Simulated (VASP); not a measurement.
# Hf2TiN3 (I4/mmm) in VASP: further runs

Hf2TiN3 is run at these levels: PBE; tasks: single point.

All numbers are computed with VASP 6.6.1; they aren't measurements. Logs are shortened: lines on timing, memory, paths and dates and some standing lists are left out, and cuts for length are marked.

### 1 The cell of the first run

The structure is tetragonal, space group I4/mmm (No. 139). The conventional cell has a = 3.159 Å, b = 3.159 Å, c = 13.448 Å, α = 90.00°, β = 90.00°, γ = 90.00°. Hf (site symmetry 4mm) has 6 N at 2.14 to 2.34 Å within 2.8 Å. Within 3.2 Å of Ti (site symmetry 4/mmm) lie 6 N at 2.23 to 2.24 Å and 8 Hf at 3.10 Å and 4 Ti at 3.16 Å. N (site symmetry 4mm) has 5 Hf at 2.24 to 2.34 Å and 1 Ti at 2.24 Å within 3.0 Å. Within 2.8 Å of N (site symmetry 4/mmm) lie 2 Hf at 2.14 Å and 4 Ti at 2.23 Å.

### 2 Single point, PBE

The input, INCAR:

```
SYSTEM = Hf2TiN3
PREC     = Accurate       ! precision mode
ENCUT    = 520            ! plane-wave cutoff, eV
EDIFF    = 1E-6           ! SCF threshold, eV
ISMEAR   = 0              ! smearing method
SIGMA    = 0.1            ! smearing width, eV
LREAL    = .False.        ! projectors in reciprocal space
LASPH    = .True.         ! aspherical terms in the spheres
NELM     = 80             ! most SCF steps
ALGO     = Normal         ! electronic algorithm
ISIF     = 2              ! what is computed and relaxed
LWAVE    = .False.        ! write WAVECAR
LCHARG   = .False.        ! write CHGCAR
GGA      = PE             ! functional
NBANDS   = 32             ! bands
```

The input, KPOINTS:

```
Automatic mesh
0
Gamma
  8 8 8
  0 0 0
```

The input, POSCAR:

```
Hf2TiN3
1.0
   -1.5794848000      1.5794848000      6.7239951000
    1.5794848000     -1.5794848000      6.7239951000
    1.5794848000      1.5794848000     -6.7239951000
Hf Ti N
2 1 3
Direct
    0.6594420000      0.6594420000      0.0000000000
    0.3405580000      0.3405580000      0.0000000000
    0.0000000000      0.0000000000      0.0000000000
    0.1668670000      0.1668670000      0.0000000000
    0.8331330000      0.8331330000      0.0000000000
    0.5000000000      0.5000000000      0.0000000000
```

Potentials or basis: VASP PAW PBE potentials, release 64 (Hf_pv, Ti_sv, N).

Launch:

```
> cat potpaw_PBE.64/Hf_pv/POTCAR potpaw_PBE.64/Ti_sv/POTCAR potpaw_PBE.64/N/POTCAR > POTCAR
> mpirun -np 1 vasp_std > vasp.out
```

OUTCAR:

```text
SYSTEM = Hf2TiN3
   PREC = Accurate
   ENCUT = 520
   EDIFF = 1E-6
   ISMEAR = 0
   LREAL = .False.
   LASPH = .True.
   NELM = 80
   ISIF = 2
   GGA = PE

 ion  position               nearest neighbor table
   1  0.659  0.659  0.000-   6 2.14   4 2.24   4 2.24   4 2.24   4 2.24   5 2.34   3 3.10   3 3.10
                             3 3.10   3 3.10   2 3.30   2 3.30   2 3.30   2 3.30
   2  0.341  0.341  0.000-   6 2.14   5 2.24   5 2.24   5 2.24   5 2.24   4 2.34   3 3.10   3 3.10
                             3 3.10   3 3.10   1 3.30   1 3.30   1 3.30   1 3.30
   3  0.000  0.000  0.000-   6 2.23   6 2.23   6 2.23   6 2.23   5 2.24   4 2.24   1 3.10   2 3.10
                             1 3.10   2 3.10   1 3.10   2 3.10   2 3.10   1 3.10
   4  0.167  0.167  0.000-   1 2.24   1 2.24   1 2.24   1 2.24   3 2.24   2 2.34
   5  0.833  0.833  0.000-   2 2.24   2 2.24   2 2.24   2 2.24   3 2.24   1 2.34
   6  0.500  0.500  0.000-   1 2.14   2 2.14   3 2.23   3 2.23   3 2.23   3 2.23

  LATTYP: Found a body centered tetragonal cell.
 ALAT       =     3.1589696000
 C/A-ratio  =     4.2570812331

  Lattice vectors:

 A1 = (  -1.5794848000,   1.5794848000,   6.7239951000)
 A2 = (   1.5794848000,  -1.5794848000,   6.7239951000)
 A3 = (   1.5794848000,   1.5794848000,  -6.7239951000)

Analysis of symmetry for initial positions (statically):
=====================================================================
 Subroutine PRICEL returns:
 Original cell was already a primitive cell.

 Routine SETGRP: Setting up the symmetry group for a
 body centered tetragonal supercell.

 Subroutine GETGRP returns: Found 16 space group operations
 (whereof 16 operations were pure point group operations)
 out of a pool of 16 trial point group operations.

The static configuration has the point symmetry D_4h.

Analysis of symmetry for dynamics (positions and initial velocities):
=====================================================================
 Subroutine PRICEL returns:
 Original cell was already a primitive cell.

 Routine SETGRP: Setting up the symmetry group for a
 body centered tetragonal supercell.

 Subroutine GETGRP returns: Found 16 space group operations
 (whereof 16 operations were pure point group operations)
 out of a pool of 16 trial point group operations.

The dynamic configuration has the point symmetry D_4h.

 Subroutine INISYM returns: Found 16 space group operations
 (whereof 16 operations are pure point group operations),
 and found     1 'primitive' translations

----------------------------------------------------------------------------------------

                                     Primitive cell

  volume of cell :      67.0993

  direct lattice vectors                    reciprocal lattice vectors
    -1.579484800  1.579484800  6.723995100     0.000000000  0.316558918  0.074360554
     1.579484800 -1.579484800  6.723995100     0.316558918  0.000000000  0.074360554
     1.579484800  1.579484800 -6.723995100     0.316558918  0.316558918  0.000000000

  length of vectors
     7.085312595  7.085312595  7.085312595     0.325175400  0.325175400  0.447681916

  position of ions in fractional coordinates (direct lattice)
     0.659442000  0.659442000  0.000000000
     0.340558000  0.340558000  0.000000000
     0.000000000  0.000000000  0.000000000
     0.166867000  0.166867000  0.000000000
     0.833133000  0.833133000  0.000000000
     0.500000000  0.500000000  0.000000000

  ion indices of the primitive-cell ions
   primitive index   ion index
                 1           1
                 2           2
                 3           3
                 4           4
                 5           5
                 6           6

----------------------------------------------------------------------------------------

 KPOINTS: Automatic mesh

Automatic generation of k-mesh.
 Grid dimensions read from file:
 generate k-points for:    8    8    8

 Generating k-lattice:

  Cartesian coordinates                     Fractional coordinates (reciprocal lattice)
     0.000000000  0.039569865  0.009295069     0.125000000 -0.000000000  0.000000000
     0.039569865  0.000000000  0.009295069    -0.000000000  0.125000000  0.000000000
     0.039569865  0.039569865  0.000000000     0.000000000  0.000000000  0.125000000

  Length of vectors
     0.040646925  0.040646925  0.055960239

  Shift w.r.t. Gamma in fractional coordinates (k-lattice)
     0.000000000  0.000000000  0.000000000

 Subroutine IBZKPT returns following result:
 ===========================================

 Found     59 irreducible k-points:

 Following reciprocal coordinates:
            Coordinates               Weight
  0.000000  0.000000  0.000000      1.000000
  0.125000  0.000000  0.000000      8.000000
  0.250000  0.000000  0.000000      8.000000
  0.375000  0.000000 -0.000000      8.000000
  0.500000  0.000000  0.000000      4.000000
  0.125000  0.125000  0.000000      8.000000
[... 16 lines left out ...]
  0.250000  0.125000  0.125000     16.000000
  0.375000  0.125000  0.125000      8.000000
 [... further k-points ...]
   k-points           NKPTS =     59   k-points in BZ     NKDIM =     59   number of bands    NBANDS=     32
   number of dos      NEDOS =    301   number of ions     NIONS =      6
   total plane-waves  NPLWV = 157464
   dimension x,y,z NGX =    54 NGY =   54 NGZ =   54
   dimension x,y,z NGXF=   108 NGYF=  108 NGZF=  108
   ions per type =               2   1   3
   NGX,Y,Z   is equivalent  to a cutoff of  12.67, 12.67, 12.67 a.u.
   NGXF,Y,Z  is equivalent  to a cutoff of  25.34, 25.34, 25.34 a.u.
 SYSTEM =  Hf2TiN3
   PREC   = accura    normal or accurate (medium, high low for compatibility)
   ISTART =      0    job   : 0-new  1-cont  2-samecut
   ICHARG =      2    charge: 1-file 2-atom 10-const
   ISPIN  =      1    spin polarized calculation?
   LNONCOLLINEAR =      F non collinear calculations
   LSORBIT =      F    spin-orbit coupling
   LASPH  =      T    aspherical Exc in radial PAW
   ENCUT  =  520.0 eV  38.22 Ry    6.18 a.u.  13.17 13.17 13.17*2*pi/ulx,y,z
   NELM   =     80;   NELMIN=  2; NELMDL= -5     # of ELM steps
   EDIFF  = 0.1E-05   stopping-criterion for ELM
   LREAL  =      F    real-space projection
   EDIFFG = 0.1E-04   stopping-criterion for IOM
   NSW    =      0    number of steps for IOM
   IBRION =     -1    ionic relax: 0-MD 1-quasi-New 2-CG
   NFREE  =      0    steps in history (QN), initial steepest desc. (CG)
   ISIF   =      2    stress and relaxation
   ISYM   =      2    0-nonsym 1-usesym 2-fastsym
   POTIM  = 0.5000    time-step for ionic-motion
   TEBEG  =    0.0;   TEEND  =   0.0 temperature during run
   PSTRESS=    0.0 pullay stress
   NELECT =      47.0000    total number of electrons
   NUPDOWN=      -1.0000    fix difference up-down
   EMIN   =  10.00;   EMAX   =-10.00  energy-range for DOS
   EFERMI =   0.00;   METHOD = LEGACY
   ISMEAR =     0;   SIGMA  =   0.10  broadening in eV -4-tet -1-fermi 0-gaus
   EFERMI_NEDOS =   21; number of points for ismear=-14 and -15
   IALGO  =     38    algorithm
   IMIX   =      4    mixing-type and parameters
     AMIX     =   0.40;   BMIX     =  1.00
     AMIX_MAG =   1.60;   BMIX_MAG =  1.00
  volume/ion in A,a.u.               =      11.18        75.47
  Fermi-wavevector in a.u.,A,eV,Ry     =   1.453901  2.747474 28.760358  2.113827
  Thomas-Fermi vector in A             =   2.571113
   LORBIT       =      0    0 simple, 1 ext, 2 COOP (PROOUT), +10 PAW based schemes
   GGA     = PE    functional components
   LHFCALC =     F    Hartree Fock is set to
   AEXX    =    0.0000 exact exchange contribution
   IVDW    =     0    specifies the selected vdW correction
   LEPSILON=     F    determine dielectric tensor
   LRPA    =     F    only Hartree local field effects (RPA)
 non-spin polarized calculation
 Gauss-broadening in eV      SIGMA  =   0.10
  energy-cutoff  :      520.00
  volume of cell :       67.10
 maximum number of plane-waves:      1836
 NGX is ok and might be reduce to    54
   NGX = 27   NGY = 27   NGZ = 27

 number of electron      47.0000002 magnetization

 Free energy of the ion-electron system (eV)
  ---------------------------------------------------
  ext. energy  EPLUGINS =         0.00000000
  ---------------------------------------------------
  free energy    TOTEN  =       -63.10613876 eV

  energy without entropy =      -63.09119057  energy(sigma->0) =      -63.09866467

 E-fermi :   8.9131     XC(G=0): -12.6446

 val. band max:        8.9060903391   @ k =   0.2500   0.0000   0.0000
 cond. band min:       8.9139846276   @ k =   0.5000   0.5000   0.3750
 fundamental gap:      0.0078942885
 Fermi energy:         8.9131050614

 k-point     1 :       0.0000    0.0000    0.0000
  band No.  band energies     occupation
      1     -48.8494      2.00000
      2     -25.1332      2.00000
      3     -25.0716      2.00000
      4     -25.0716      2.00000
      5     -22.7563      2.00000
      6     -22.3752      2.00000
[... 24 lines left out ...]
     31      11.9676      0.00000
     32      12.0675      0.00000

 k-point     2 :       0.1250    0.0000    0.0000
  band No.  band energies     occupation
      1     -48.8469      2.00000
      2     -25.1306      2.00000
      3     -25.1049      2.00000
      4     -25.0674      2.00000
      5     -22.7379      2.00000
      6     -22.4412      2.00000
[... 24 lines left out ...]
     31      11.9293      0.00000
     32      12.2858      0.00000

 k-point     3 :       0.2500    0.0000    0.0000
  band No.  band energies     occupation
      1     -48.8409      2.00000
      2     -25.1841      2.00000
      3     -25.1246      2.00000
      4     -25.0572      2.00000
      5     -22.7234      2.00000
      6     -22.6289      2.00000
[... 24 lines left out ...]
     31      11.9031      0.00000
     32      13.0982      0.00000

 k-point     4 :       0.3750    0.0000   -0.0000
  band No.  band energies     occupation
      1     -48.8349      2.00000
      2     -25.2613      2.00000
      3     -25.1188      2.00000
      4     -25.0471      2.00000
      5     -22.8269      2.00000
      6     -22.8102      2.00000
[... 24 lines left out ...]
     31      12.5253      0.00000
     32      12.6065      0.00000

 k-point     5 :       0.5000    0.0000    0.0000
  band No.  band energies     occupation
      1     -48.8324      2.00000
      2     -25.2927      2.00000
      3     -25.1166      2.00000
      4     -25.0428      2.00000
      5     -22.9023      2.00000
      6     -22.8777      2.00000
[... 584 lines left out ...]
     31      12.8133      0.00000
     32      14.5876      0.00000

 k-point    22 :       0.1250    0.1250    0.1250
  band No.  band energies     occupation
      1     -48.8326      2.00000
      2     -25.1703      2.00000
      3     -25.1541      2.00000
      4     -25.1110      2.00000
      5     -22.6933      2.00000
      6     -22.5684      2.00000
[... 24 lines left out ...]
     31      11.8974      0.00000
     32      12.2986      0.00000

 k-point    23 :       0.2500    0.1250    0.1250
  band No.  band energies     occupation
      1     -48.8267      2.00000
      2     -25.2353      2.00000
      3     -25.1468      2.00000
      4     -25.1017      2.00000
      5     -22.7583      2.00000
      6     -22.7363      2.00000
[... 24 lines left out ...]
     31      12.5597      0.00000
     32      12.6183      0.00000

 k-point    24 :       0.3750    0.1250    0.1250
  band No.  band energies     occupation
      1     -48.8242      2.00000
      2     -25.2648      2.00000
      3     -25.1410      2.00000
      4     -25.0980      2.00000
      5     -22.8147      2.00000
      6     -22.8082      2.00000
[... 24 lines left out ...]
     31      12.7885      0.00000
     32      13.4585      0.00000

 [... further k-points ...]

------------------------ aborting loop because EDIFF is reached ----------------------------------------

  FORCE on cell =-STRESS in cart. coord.  units (eV):
  Direction    XX          YY          ZZ          XY          YZ          ZX
  --------------------------------------------------------------------------------------
  -------------------------------------------------------------------------------------
  Total       -0.4997419     -0.4997419     -0.8736164      0.0000000      0.0000000      0.0000000
  in kB      -11.9326814    -11.9326814    -20.8599401      0.0000000      0.0000000      0.0000000
  external PRESSURE =     -14.9084343 kB  Pullay stress =       0.0000000 kB

 VOLUME and BASIS-vectors are now :
 -----------------------------------------------------------------------------
  energy-cutoff  :      520.00
  volume of cell :       67.10
      direct lattice vectors                 reciprocal lattice vectors
    -1.579484800  1.579484800  6.723995100     0.000000000  0.316558918  0.074360554
     1.579484800 -1.579484800  6.723995100     0.316558918  0.000000000  0.074360554
     1.579484800  1.579484800 -6.723995100     0.316558918  0.316558918  0.000000000

 POSITION                                       TOTAL-FORCE (eV/Angst)
 -----------------------------------------------------------------------------------
      0.00000      0.00000      8.86817         0.000000      0.000000     -0.025813
      0.00000      0.00000      4.57982         0.000000      0.000000      0.025813
      0.00000      0.00000      0.00000         0.000000      0.000000      0.000000
      0.00000      0.00000      2.24403        -0.000000     -0.000000      0.033470
      0.00000      0.00000     11.20396        -0.000000     -0.000000     -0.033470
      0.00000      0.00000      6.72400         0.000000      0.000000      0.000000
 -----------------------------------------------------------------------------------
    total drift:                               -0.000000      0.000000      0.000000

  FREE ENERGIE OF THE ION-ELECTRON SYSTEM (eV)
  ---------------------------------------------------
  free  energy   TOTEN  =       -63.1061387608 eV

  energy  without entropy=      -63.0911905744  energy(sigma->0) =      -63.09866467
```

Wall time 19 min (1 thread of Oxide Virtual Turin-like, shared host); peak memory 0.42 GiB.

What came out:

```
Free energy            : -63.1061 eV
Pressure               : -1.5 GPa
Largest force          : 0.033 eV/Å
Band gap on the k mesh : zero (an odd number of electrons rules out a gap without spin polarisation)
```

Forces in eV/Å, atoms in the order of the input:
```
Hf   0.000  0.000 -0.026
Hf   0.000  0.000  0.026
Ti   0.000  0.000  0.000
N    0.000  0.000  0.033
N    0.000  0.000 -0.033
N    0.000  0.000  0.000
```

Caveat: spin-orbit coupling is left out, which moves the levels of the heavy elements.

### 3 Single point, PBE, collinear spin

The input, INCAR:

```
SYSTEM = Hf2TiN3
PREC = Accurate
ENCUT = 520
EDIFF = 1E-6
ISMEAR = 0
SIGMA = 0.1
LREAL = .False.
LASPH = .True.
NELM = 150
ALGO = Normal
ISIF = 2
LWAVE = .False.
LCHARG = .False.
ISPIN = 2
MAGMOM = 0 0 1 0 0 0
LORBIT = 11
LMAXMIX = 4
GGA = PE
NBANDS = 36
```

KPOINTS is that of step 2.

POSCAR is that of step 2.

Potentials or basis: VASP PAW PBE potentials, release 64 (Hf_pv, Ti_sv, N).

Launch:

```
> cat potpaw_PBE.64/Hf_pv/POTCAR potpaw_PBE.64/Ti_sv/POTCAR potpaw_PBE.64/N/POTCAR > POTCAR
> mpirun -np 1 vasp_std > vasp.out
```

It took 39 min on 1 thread of Oxide Virtual Turin-like, shared host; peak memory 0.6 GiB.

The run converged. Its results:

- Free energy: -63.1061 eV
- Pressure: -1.5 GPa
- Largest force: 0.034 eV/Å
- Net moment: 0.00 μB per cell
- Valence electrons inside the program's atomic spheres: Hf 8.65; Ti 10.27; N 3.74, 3.73 (each value once)

Forces on the atoms (eV/Å):
```
Hf   0.000  0.000 -0.026
Hf   0.000  0.000  0.026
Ti   0.000  0.000  0.000
N    0.000  0.000  0.034
N    0.000  0.000 -0.034
N    0.000  0.000  0.000
```

Stress tensor (GPa, compression positive):
```
-1.18  0.00  0.00
 0.00 -1.18  0.00
 0.00  0.00 -2.08
```

Levels at points of the mesh, in eV from the Fermi level:
Spin up:
```tsv
k point	band 21	band 22	band 23	band 24	band 25	band 26	band 27	band 28
(0.00, 0.00, 0.00)	-2.72	-2.70	-2.66	-2.66	-0.39	-0.39	-0.35	0.75
(0.50, 0.00, 0.00)	-5.15	-4.87	0.94	0.98	1.47	2.22	2.84	3.02
(0.50, 0.50, 0.00)	-3.45	-3.43	-3.20	-1.11	0.20	1.96	2.06	2.29
(0.50, 0.50, 0.50)	-3.36	-3.14	-3.14	-1.59	-1.09	0.56	0.56	0.78
```
Spin down:
```tsv
k point	band 22	band 23	band 24	band 25	band 26	band 27
(0.00, 0.00, 0.00)	-2.70	-2.66	-2.66	-0.39	-0.39	-0.35
(0.50, 0.00, 0.00)	-4.87	0.94	0.98	1.46	2.22	2.84
(0.50, 0.50, 0.00)	-3.43	-3.20	-1.11	0.20	1.96	2.06
(0.50, 0.50, 0.50)	-3.14	-3.14	-1.59	-1.09	0.56	0.56
```

Caveat: spin-orbit coupling is left out, which moves the levels of the heavy elements.

### 4 Single point, PBE, collinear spin

The input, INCAR:

```
PREC     = Accurate       # precision mode
ENCUT    = 520            # plane-wave cutoff, eV
EDIFF    = 1E-7           # SCF threshold, eV
ISMEAR   = 0              # smearing method
SIGMA    = 0.1            # smearing width, eV
LREAL    = F              # projectors in reciprocal space
LASPH    = T              # aspherical terms in the spheres
NELM     = 150            # most SCF steps
ALGO     = Normal         # electronic algorithm
ISIF     = 2              # what is computed and relaxed
LWAVE    = F              # write WAVECAR
LCHARG   = F              # write CHGCAR
ISPIN    = 2              # spin polarisation
MAGMOM   = 0 0 1 0 0 0    # initial moments
LORBIT   = 11             # projections on sites
LMAXMIX  = 4              # l up to which the mixer works
GGA      = PE             # functional
NBANDS   = 36             # bands
```

The input, KPOINTS:

```
regular mesh
0
Gamma
  8 8 8
```

POSCAR is that of step 3.

Launch:

```
> cat potpaw_PBE.64/Hf_pv/POTCAR potpaw_PBE.64/Ti_sv/POTCAR potpaw_PBE.64/N/POTCAR > POTCAR
> mpirun -np 1 vasp_std > vasp.out
```

Wall time 45 min (1 thread of Oxide Virtual Turin-like, shared host); peak memory 0.6 GiB.

Results (log left out):

```
Free energy                                           : -63.1061 eV
Pressure                                              : -1.5 GPa
Largest force                                         : 0.034 eV/Å
Net moment                                            : 0.00 μB per cell
Valence electrons inside the program's atomic spheres : Hf 8.65; Ti 10.27; N 3.74, 3.73 (each value once)
```

Forces on the atoms (eV/Å):
```
Hf   0.000  0.000 -0.025
Hf   0.000  0.000  0.025
Ti   0.000  0.000  0.000
N    0.000  0.000  0.034
N    0.000  0.000 -0.034
N    0.000  0.000  0.000
```

Stress tensor (GPa, compression positive):
```
-1.20  0.00  0.00
 0.00 -1.20  0.00
 0.00  0.00 -2.09
```

Levels at points of the mesh, in eV from the Fermi level:
Spin up:
| k point | band 21 | band 22 | band 23 | band 24 | band 25 | band 26 | band 27 | band 28 |
| --- | --- | --- | --- | --- | --- | --- | --- | --- |
| (0.00, 0.00, 0.00) | -2.72 | -2.70 | -2.66 | -2.66 | -0.39 | -0.39 | -0.35 | 0.75 |
| (0.50, 0.00, 0.00) | -5.15 | -4.87 | 0.94 | 0.98 | 1.46 | 2.22 | 2.84 | 3.02 |
| (0.50, 0.50, 0.00) | -3.45 | -3.43 | -3.20 | -1.11 | 0.20 | 1.96 | 2.06 | 2.28 |
| (0.50, 0.50, 0.50) | -3.36 | -3.14 | -3.14 | -1.59 | -1.09 | 0.56 | 0.56 | 0.78 |
Spin down:
| k point | band 22 | band 23 | band 24 | band 25 | band 26 | band 27 |
| --- | --- | --- | --- | --- | --- | --- |
| (0.00, 0.00, 0.00) | -2.70 | -2.66 | -2.66 | -0.39 | -0.39 | -0.35 |
| (0.50, 0.00, 0.00) | -4.87 | 0.94 | 0.98 | 1.46 | 2.22 | 2.84 |
| (0.50, 0.50, 0.00) | -3.43 | -3.20 | -1.11 | 0.20 | 1.96 | 2.06 |
| (0.50, 0.50, 0.50) | -3.14 | -3.14 | -1.59 | -1.09 | 0.56 | 0.56 |

Caveat: spin-orbit coupling is left out, which moves the levels of the heavy elements.
